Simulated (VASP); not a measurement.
# WSe2: single point with PBEsol

The system is WSe2, a slab with vacuum.

```
W Se
1.0
     3.27025    0.00000    0.00000
    -1.63513    2.83212    0.00000
     0.00000    0.00000   17.16105
W Se
1 2
Direct
  0.00000 0.00000 0.00000
  0.33333 0.66667 0.10040
  0.33333 0.66667 0.89960
```

This cell differs from its parent crystal: strain +0.000 along x and y, +0.030 along z.

```json
{
  "Program": "VASP 6.6.1",
  "Task": "single point",
  "Functional": "PBEsol",
  "Potentials or basis": "VASP PAW PBE potentials, release 64 (W_sv, Se)",
  "Cutoff": "520 eV",
  "k mesh": "12 × 12 × 2",
  "Occupations": "gaussian, width 0.05 eV",
  "Spin": "no spin polarisation",
  "Dipole correction": "no",
  "Further INCAR settings": "ALGO = Normal; EDIFF = 1e-06; NBANDS = 20"
}
```

```json
{"Largest force": "0.786 eV/Å", "Band gap on the k mesh": "1.51 eV (least direct gap 1.79 eV)"}
```

Forces in eV/Å, atoms in the order of the input:
```
W    0.000  0.000  0.000
Se   0.000  0.000 -0.786
Se   0.000  0.000  0.786
```

Levels at points of the mesh, in eV from the valence-band top:
```tsv
k point	band 11	band 12	band 13	band 14	band 15	band 16
(0.00, 0.00, 0.00)	-1.01	-1.01	-0.59	3.00	3.00	3.10
(0.50, 0.00, 0.00)	-2.32	-1.05	-0.74	2.55	2.76	3.60
(0.00, 0.00, 0.50)	-1.01	-1.01	-0.59	3.00	3.00	3.10
(0.50, 0.00, 0.50)	-2.32	-1.05	-0.74	2.55	2.76	3.60
```

Run time: 100 s on 1 thread of Intel(R) Xeon(R) Platinum 8259CL CPU @ 2.50GHz (Skylake/Cascade Lake), on a shared host, peak memory 0.32 GiB.

Caveat: the cell differs from its parent crystal (strain +0.000 along x and y, +0.030 along z); the PAW data sets were made with another functional, which shifts forces and pressure a little; spin-orbit coupling is left out, which moves the levels of the heavy elements.
